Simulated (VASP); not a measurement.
Input of a VASP 6.6.1 run:

The input INCAR:

```
PREC = Accurate
ENCUT = 600
EDIFF = 1E-6
ISMEAR = -1
SIGMA = 0.05
LREAL = F
LASPH = T
NELM = 150
ALGO = Normal
ISIF = 3
LWAVE = F
LCHARG = F
ISPIN = 2
MAGMOM = 1 0
LORBIT = 11
LMAXMIX = 4
GGA = PE
IVDW = 13
IBRION = 2
NSW = 80
EDIFFG = -0.01
```

KPOINTS

```
regular mesh
0
Gamma
  11 11 11
```

POSCAR

```
NiO
1.0
    0.0000000000      2.0859016414      2.0859016414
    2.0859016414      0.0000000000      2.0859016414
    2.0859016414      2.0859016414      0.0000000000
Ni O
1 1
Direct
    0.0000000000      0.0000000000      0.0000000000
    0.5000000000      0.5000000000      0.5000000000
```

Potentials or basis: VASP PAW PBE potentials, release 64 (Ni, O).

Run with:

```bash
$ cat potpaw_PBE.64/Ni/POTCAR potpaw_PBE.64/O/POTCAR > POTCAR
$ mpirun -np 1 vasp_std > vasp.out
```

(1) Predict the relaxed cell.

(2) Estimate the space group after relaxing (to 0.1 Å).

(3) What does it give for the dispersion energy per atom?

(4) What does it give for the site moments?

Answers

(1) a = 2.953 Å, b = 2.953 Å, c = 2.953 Å, α = 60.00°, β = 60.00°, γ = 60.00°.

(2) Fm-3m (No. 225).

(3) -0.309 eV.

(4) Ni +1.39; O +0.25 μB.

Caveat: a cell with one magnetic atom can't hold antiferromagnetic order, which such compounds often take.
